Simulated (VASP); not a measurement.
Here is a VASP 6.6.1 calculation.

INCAR

```
ALGO = Normal
EDIFF = 1E-7
ENCUT = 520
GGA = PE
ISIF = 2
ISMEAR = 0
LASPH = True
LCHARG = False
LREAL = Auto
LWAVE = False
NBANDS = 38
NELM = 60
PREC = Accurate
SIGMA = 0.1
```

Contents of KPOINTS:

```
k-points
0
Gamma
  3 3 3
```

The input POSCAR:

```
Li16H
1.0
    6.9800000000      0.0000000000      0.0000000000
    0.0000000000      6.9800000000      0.0000000000
    0.0000000000      0.0000000000      6.9800000000
Li H
16 1
Direct
    0.0227209169     -0.0042306590      0.0001055874
    0.4757150430     -0.0038035817      0.0000931232
   -0.0178236390      0.5200755014     -0.0001148997
    0.0079681948      0.0075690544      0.5001103152
    0.2503073066      0.2542485673      0.2276873926
    0.5163240688      0.5203011461     -0.0001077364
    0.4913048711      0.0071775072      0.5000964183
    0.7503018625      0.2420987106      0.2412700573
   -0.0128775072      0.4853872493      0.4999981375
    0.2495955587      0.7294302292      0.2674421203
    0.2503177650      0.2544063037      0.7718507163
    0.5121340974      0.4860565903      0.4999998567
    0.7500032951      0.7645247851      0.2611299427
    0.7503104585      0.2419989971      0.7585159026
    0.2495921203      0.7294952722      0.7321256447
    0.7499964183      0.7647206304      0.7386747851
    0.2490916905      0.1264359599     -0.0003073066
```

Potentials or basis: VASP PAW PBE potentials, release 64 (Li_sv, H).

Launch:

```console
$ cat potpaw_PBE.64/Li_sv/POTCAR potpaw_PBE.64/H/POTCAR > POTCAR
$ mpirun -np 1 vasp_std > vasp.out
```

(1) What does it give for the largest force?

(2) Estimate the band gap on the k mesh.

Answers

(1) 0.012 eV/Å.

(2) zero (an odd number of electrons rules out a gap without spin polarisation).
